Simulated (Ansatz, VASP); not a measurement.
# One calculation of K3Pb2Au3, two programs

INCAR

```
SYSTEM = K3Pb2Au3
ALGO = Normal
EDIFF = 1E-6
ENCUT = 520
GGA = PE
ISIF = 2
ISMEAR = -1
LASPH = .TRUE.
LCHARG = .TRUE.
LELF = .TRUE.
LREAL = .FALSE.
LVHAR = .TRUE.
LWAVE = .FALSE.
NBANDS = 54
NELM = 60
PREC = Accurate
SIGMA = 0.1
```

File KPOINTS:

```
k-points
0
G
  4 4 4
  0 0 0
```

The input POSCAR:

```
K3Pb2Au3
1.0
    3.2052170000      5.5515960000      0.0000000000
   -3.2052170000      5.5515960000      0.0000000000
   -3.2052170000      1.8505290000      7.1934550000
K Au Pb
3 3 2
Direct
    0.5000000000      0.0000000000      0.5000000000
    0.0813000000      0.8374000000      0.2439000000
    0.9187000000      0.1626000000      0.7561000000
    0.5000000000      0.5000000000      0.0000000000
    0.0000000000      0.5000000000      0.0000000000
    0.5000000000      0.0000000000      0.0000000000
    0.2471000000      0.5058000000      0.7413000000
    0.7529000000      0.4942000000      0.2587000000
```

Input for Ansatz:

```yaml
crystal:
  lattice:
    - [3.205217, 5.551596, 0.0]
    - [-3.205217, 5.551596, 0.0]
    - [-3.205217, 1.850529, 7.193455]
  atoms:
    - { symbol: K, position: [0.5, 0.0, 0.5] }
    - { symbol: K, position: [0.0813, 0.8374, 0.2439] }
    - { symbol: K, position: [0.9187, 0.1626, 0.7561] }
    - { symbol: Au, position: [0.5, 0.5, 0.0] }
    - { symbol: Au, position: [0.0, 0.5, 0.0] }
    - { symbol: Au, position: [0.5, 0.0, 0.0] }
    - { symbol: Pb, position: [0.2471, 0.5058, 0.7413] }
    - { symbol: Pb, position: [0.7529, 0.4942, 0.2587] }
  symmetry: { tolerance: 0.0003 }
kpoints:
  mp_grid: { grid: [4, 4, 4], shift: [0, 0, 0] }
magnetization:
  spin_polarized: false
scf:
  occupations: { method: fermi_dirac }
hamiltonian:
  pseudopotentials: { kind: paw }
  xc: pbe
basis:
  ecutwfc: 420
output:
  forces: true
  stress: true
  eigenvalues: true
```

Alike in both runs: task single point; functional PBE; k mesh 4 × 4 × 4; no spin polarisation.

```csv
,VASP,Ansatz
version,VASP 6.6.1,Ansatz 0.2.0
potentials or method,"VASP PAW PBE potentials, release 64 (K_sv, Au, Pb_d), cutoff 520 eV",PAW plane waves
occupations,"fermi-dirac, width 0.1 eV",fermi-dirac
valence electrons in the cell,88,112
```

|  | VASP | Ansatz | Ansatz less VASP |
| --- | --- | --- | --- |
| gap on the k mesh at the Fermi level (eV) | none | none | - |
| pressure (GPa) | 4.4 | 4.4 | +0.02 |
| traceless stress, the component that is largest in VASP (GPa) | 1.32 | 1.32 | +0.003 |
| rms of the force components (eV/Å) | 0.796 | 0.795 | -0.0015 |

Atom by atom the forces differ by 0.002 eV/Å (rms over components). A gap of «none» marks a metal or a gap that the smearing closes. VASP's potentials hold 88 valence electrons a cell and Ansatz's 112, so a difference there can come from the potentials and not from the codes. Ansatz's warnings: structure snapped to symmetry.

Spin-orbit coupling is off throughout.
